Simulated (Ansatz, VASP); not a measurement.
## InSe: VASP beside Ansatz

The input INCAR:

```
SYSTEM = InSe
PREC = Accurate
ENCUT = 520
EDIFF = 1E-6
ISMEAR = 0
SIGMA = 0.03
LREAL = .FALSE.
LASPH = .TRUE.
NELM = 100
ALGO = Normal
ISIF = 2
LWAVE = .FALSE.
LCHARG = .FALSE.
GGA = PE
IVDW = 12
NBANDS = 48
```

Contents of KPOINTS:

```
Automatic mesh
0
G
  9 9 2
  0 0 0
```

Contents of POSCAR:

```
InSe
1.0
   -4.0317714842      0.0000000000      0.0000000000
   -2.0158857421     -3.4916165276      0.0000000000
    0.0000000000      0.0000000000     19.7623716544
In Se
4 4
Direct
    0.3333333333      0.3333333333      0.1413588735
    0.6666666667      0.6666666667      0.5654570523
    0.3333333333      0.3333333333      0.2827393053
    0.6666666667      0.6666666667      0.7068374840
    0.3333333333      0.3333333333      0.5003265470
    0.6666666667      0.6666666667      0.0762283682
    0.3333333333      0.3333333333      0.7719679894
    0.6666666667      0.6666666667      0.3478698106
```

Input for Ansatz:

```yaml
crystal:
  lattice:
    - [-4.0317714892, 0.0, 0.0]
    - [-2.0158857446, -3.4916165319, 0.0]
    - [0.0, 0.0, 19.7623717322]
  atoms:
    - { symbol: In, position: [0.3333333333, 0.3333333333, 0.1413588742] }
    - { symbol: In, position: [0.6666666667, 0.6666666667, 0.5654570533] }
    - { symbol: In, position: [0.3333333333, 0.3333333333, 0.2827393049] }
    - { symbol: In, position: [0.6666666667, 0.6666666667, 0.7068374839] }
    - { symbol: Se, position: [0.3333333333, 0.3333333333, 0.5003265484] }
    - { symbol: Se, position: [0.6666666667, 0.6666666667, 0.0762283693] }
    - { symbol: Se, position: [0.3333333333, 0.3333333333, 0.7719679888] }
    - { symbol: Se, position: [0.6666666667, 0.6666666667, 0.3478698098] }
basis:
  ecutwfc: 420
kpoints:
  mp_grid: { grid: [9, 9, 2] }
hamiltonian:
  xc: pbe
  dispersion: d3bj
scf:
  occupations: { method: gaussian, width: 0.03 }
output:
  forces: true
  stress: true
  eigenvalues: true
```

Alike in both runs: task single point; functional PBE; dispersion D3(BJ); k mesh 9 × 9 × 2; occupations gaussian, width 0.03 eV; no spin polarisation.

|  | VASP | Ansatz |
| --- | --- | --- |
| version | VASP 6.6.1 | Ansatz 0.2.0 |
| potentials or method | VASP PAW PBE potentials, release 64 (In_d, Se), cutoff 520 eV | scalar-relativistic, plane waves, PAW |
| valence electrons in the cell | 76 | 116 |

VASP gave:

| Property | Result |
| --- | --- |
| gap on the k mesh at the Fermi level (eV) | 0.99 |
| least direct gap on the mesh (eV) | 1.04 |
| pressure (GPa) | 0.0 |
| rms of the force components (eV/Å) | 0.022 |

Task: What did Ansatz give for the same quantities?

Result: gap on the k mesh at the Fermi level (eV): 1.00; least direct gap on the mesh (eV): 1.05; pressure (GPa): 0.0; rms of the force components (eV/Å): 0.015.

Atom by atom the forces differ by 0.008 eV/Å (rms over components). VASP's potentials hold 76 valence electrons a cell and Ansatz's 116, so a difference there can come from the potentials and not from the codes.
